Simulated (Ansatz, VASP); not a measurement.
**SbI2 in VASP and in Ansatz**

```xyz
6
Lattice="7.8515 0.0000 0.0000 0.0000 7.8515 0.0000 0.0000 0.0000 4.1721" Properties=species:S:1:pos:R:3 pbc="T T T"
Sb    0.0000    0.0000    0.0000
Sb    3.9257    3.9257    2.0861
I     2.2519    2.2519    0.0000
I     1.6739    6.1776    2.0861
I     5.5996    5.5996    0.0000
I     6.1776    1.6739    2.0861
```

Alike in both runs: functional PBE; k mesh 6 × 6 × 10; occupations gaussian, width 0.1 eV; no spin polarisation.

Ansatz relaxed the structure, and its values are those at the end. VASP's run is a single point on that final structure, the one shown.

|  | VASP | Ansatz |
| --- | --- | --- |
| version | VASP 6.6.1 | Ansatz 0.2.0 |
| potentials or method | VASP PAW PBE potentials, release 64 (Sb, I), cutoff 520 eV | scalar-relativistic, plane waves, PAW |
| valence electrons in the cell | 38 | 98 |

|  | VASP | Ansatz | Ansatz less VASP |
| --- | --- | --- | --- |
| gap on the k mesh at the Fermi level (eV) | none | none | - |
| pressure (GPa) | 0.0 | 0.0 | +0.06 |

A gap of «none» marks a metal or a gap that the smearing closes. VASP's potentials hold 38 valence electrons a cell and Ansatz's 98, so a difference there can come from the potentials and not from the codes.

Neither program's run includes spin-orbit coupling.
